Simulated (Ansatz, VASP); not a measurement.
# Fe: VASP beside Ansatz

```
Fe
1.0
    -1.39405    1.39405    1.39405
     1.39405   -1.39405    1.39405
     1.39405    1.39405   -1.39405
Fe
1
Direct
  0.00000 0.00000 0.00000
```

Alike in both runs: functional PBEsol; k mesh 15 × 15 × 15; occupations fermi-dirac, width 0.05 eV; collinear spin.

Ansatz relaxed the structure, and its values are those at the end. VASP's run is a single point on that final structure, the one shown.

|  | VASP | Ansatz |
| --- | --- | --- |
| version | VASP 6.6.1 | Ansatz 0.2.0 |
| potentials or method | VASP PAW PBE potentials, release 64 (Fe), cutoff 520 eV | plane waves (420 eV) with PAW, scalar-relativistic |
| valence electrons in the cell | 8 | 16 |

|  | VASP | Ansatz | Ansatz less VASP |
| --- | --- | --- | --- |
| pressure (GPa) | -0.1 | 0.0 | +0.09 |
| net moment per atom (μB) | 2.12 | 2.11 | -0.013 |
| size of the moment on the site where the two differ most (μB) | 2.10 | 2.13 | +0.033 |

VASP's potentials were made for PBE, not for PBEsol, and Ansatz warns of the same on its side. Site moments also hang on the region over which each program counts them. VASP's potentials hold 8 valence electrons a cell and Ansatz's 16, so a difference there can come from the potentials and not from the codes.
